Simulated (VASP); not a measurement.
Input of a VASP 6.6.1 run:

The input INCAR:

```
SYSTEM = MgCd3O
PREC = Accurate ; ENCUT = 600
EDIFF = 1E-6 ; ISMEAR = 0
SIGMA = 0.1 ; LREAL = .FALSE.
LASPH = .TRUE. ; NELM = 120
ALGO = Normal ; ISIF = 2
LWAVE = .FALSE. ; LCHARG = .FALSE.
GGA = PE ; NBANDS = 30
GGA_COMPAT = .FALSE.
```

KPOINTS

```
Automatic mesh
0
G
  10 10 8
  0 0 0
```

POSCAR

```
MgCd3O
1.0
    4.3425434145      0.0000000000      0.0000000000
    0.0000000000      4.3425434145      0.0000000000
    0.0000000000      0.0000000000      5.4256581238
Mg Cd O
1 3 1
Direct
    0.0000000000      0.0000000000      0.0427029608
    0.5000000000      0.5000000000      0.0785571481
    0.0000000000      0.5000000000      0.4879156343
    0.5000000000      0.0000000000      0.4879156343
    0.5000000000      0.5000000000      0.6708086225
```

Potentials or basis: VASP PAW PBE potentials, release 64 (Mg, Cd, O).

Launch:

```console
$ cat potpaw_PBE.64/Mg/POTCAR potpaw_PBE.64/Cd/POTCAR potpaw_PBE.64/O/POTCAR > POTCAR
$ mpirun -np 1 vasp_std > vasp.out
```

Problem. What does it give for the largest force?

Solution. 0.061 eV/Å.

Problem. Estimate the band gap on the k mesh.

Solution. Zero (bands 22 and 23 overlap by 3.03 eV).

Problem. Estimate the pressure.

Solution. 0.2 GPa.

Forces on the atoms (eV/Å):
```
Mg   0.000  0.000  0.004
Cd   0.000  0.000  0.061
Cd   0.000  0.000 -0.023
Cd   0.000  0.000 -0.023
O    0.000  0.000 -0.019
```
